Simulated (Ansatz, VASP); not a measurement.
BeAu2S2 in VASP and in Ansatz

```
Be S Au
1.0
     4.38128    0.00000    0.00000
     0.00000    4.38128    0.00000
     0.00000    0.00000    4.83010
Be S Au
1 2 2
Direct
  0.50000 0.50000 0.50000
  0.00000 0.50000 0.50000
  0.50000 0.00000 0.50000
  0.00000 0.50000 0.00000
  0.50000 0.00000 0.00000
```

Alike in both runs: functional PBE; k mesh 4 × 4 × 4; occupations gaussian, width 0.1 eV; no spin polarisation.

Ansatz relaxed the structure, and its values are those at the end. VASP's run is a single point on that final structure, the one shown.

|  | VASP | Ansatz |
| --- | --- | --- |
| version | VASP 6.6.1 | Ansatz 0.2.0 |
| potentials or method | VASP PAW PBE potentials, release 64 (Be, S, Au), cutoff 520 eV | scalar-relativistic, plane waves, PAW |
| valence electrons in the cell | 36 | 52 |

```tsv
	VASP	Ansatz	Ansatz less VASP
gap on the k mesh at the Fermi level (eV)	none	none	-
pressure (GPa)	-0.2	-0.1	+0.12
```

A gap of «none» marks a metal or a gap that the smearing closes. The functional is the same, so the differences come from potentials, cutoffs and numerics. VASP's potentials hold 36 valence electrons a cell and Ansatz's 52, so a difference there can come from the potentials and not from the codes.

Spin-orbit coupling is off throughout.
